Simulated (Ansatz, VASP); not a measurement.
## Hf in VASP and in Ansatz

```xyz
1
Lattice="0.0000 2.2200 2.3365 2.2200 0.0000 2.3365 2.2200 2.2200 0.0000" Properties=species:S:1:pos:R:3 pbc="T T T"
Hf    0.0000    0.0000    0.0000
```

Change from the starting cell: strain +0.0525 x Voigt [0, 0, 1, 0, 0, 0], atoms carried along.

Alike in both runs: task single point; functional PBEsol; k mesh 18 × 18 × 18; occupations gaussian, width 0.15 eV; no spin polarisation.

|  | VASP | Ansatz |
| --- | --- | --- |
| version | VASP 6.6.1 | Ansatz 0.2.0 |
| potentials or method | VASP PAW PBE potentials, release 64 (Hf_pv), cutoff 520 eV | scalar-relativistic, plane waves, PAW |
| valence electrons in the cell | 10 | 26 |

Ansatz gave:

| Item | Value |
| --- | --- |
| gap on the k mesh at the Fermi level (eV) | none |
| pressure (GPa) | -6.3 |
| traceless stress, the component that is largest in VASP (GPa) | -1.86 |

Problem. Estimate VASP's values.

Solution. gap on the k mesh at the Fermi level (eV): none; pressure (GPa): -6.7; traceless stress, the component that is largest in VASP (GPa): -1.87.

VASP's potentials were made for PBE, not for PBEsol. A gap of «none» marks a metal or a gap that the smearing closes. VASP's potentials hold 10 valence electrons a cell and Ansatz's 26, so a difference there can come from the potentials and not from the codes.

Neither program's run includes spin-orbit coupling.
